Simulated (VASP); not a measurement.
Set up this calculation in VASP 6.6.1, as the native input.

| Property | Result |
| --- | --- |
| Task | relaxation of cell and atoms |
| Functional | PBE |
| Potentials or basis | VASP PAW PBE potentials, release 64 (Ba_sv, Ta_pv, O) |
| Cutoff | 600 eV |
| k mesh | 6 × 6 × 6 |
| Occupations | gaussian, width 0.1 eV |
| Spin | no spin polarisation |
| Dipole correction | no |
| Further INCAR settings | ALGO = Normal; EDIFF = 1e-06; IBRION = 2; EDIFFG = -0.04; NSW = 90; ISIF = 3 |

The structure of BaTa3O2 lies in POSCAR:

```
BaTa3O2
1.0
    2.8098927900      1.6222923600      4.3082215600
   -2.8098927900      1.6222923600      4.3082215600
    0.0000000000     -3.2445847100      4.3082215600
Ba Ta O
1 3 2
Direct
    0.0000000000      0.0000000000      0.0000000000
    0.0000000000      0.5000000000      0.0000000000
    0.5000000000      0.0000000000      0.0000000000
    0.0000000000      0.0000000000      0.5000000000
    0.6258709400      0.6258709400      0.6258709400
    0.3741290600      0.3741290600      0.3741290600
```

One way to write it, as run:

INCAR

```
PREC = Accurate
ENCUT = 600
EDIFF = 1E-6
ISMEAR = 0
SIGMA = 0.1
LREAL = False
LASPH = True
NELM = 60
ALGO = Normal
ISIF = 3
LWAVE = False
LCHARG = False
GGA = PE
IBRION = 2
NSW = 90
EDIFFG = -0.04
```

KPOINTS

```
Automatic mesh
0
Gamma
  6 6 6
```

Potentials or basis: VASP PAW PBE potentials, release 64 (Ba_sv, Ta_pv, O).

Launch:

```console
$ cat potpaw_PBE.64/Ba_sv/POTCAR potpaw_PBE.64/Ta_pv/POTCAR potpaw_PBE.64/O/POTCAR > POTCAR
$ mpirun -np 1 vasp_std > vasp.out
```

Results of the run:

```yaml
Relaxed_volume: 23.08 Å³/atom
Relaxed_cell: a = 6.951 Å, b = 6.951 Å, c = 6.951 Å, α = 42.44°, β = 42.44°, γ = 42.44°
Space_group_after_relaxing_to_0.05_Å: R-3m (No. 166)
Energy_gained_by_relaxing: 1028.9 meV/atom
Ionic_steps: 28
Pressure_after_relaxing: -0.1 GPa
Largest_force_after_relaxing: 0.008 eV/Å
```

Caveat: the volume moved by over 15 % at a fixed basis, so the end points are rough; an odd number of electrons without spin polarisation forces a metal; a magnetic or distorted state may lie lower.

Run time: 58 min on 1 thread of Intel(R) Xeon(R) Platinum 8488C (Sapphire Rapids) (shared host), peak memory 0.54 GiB.
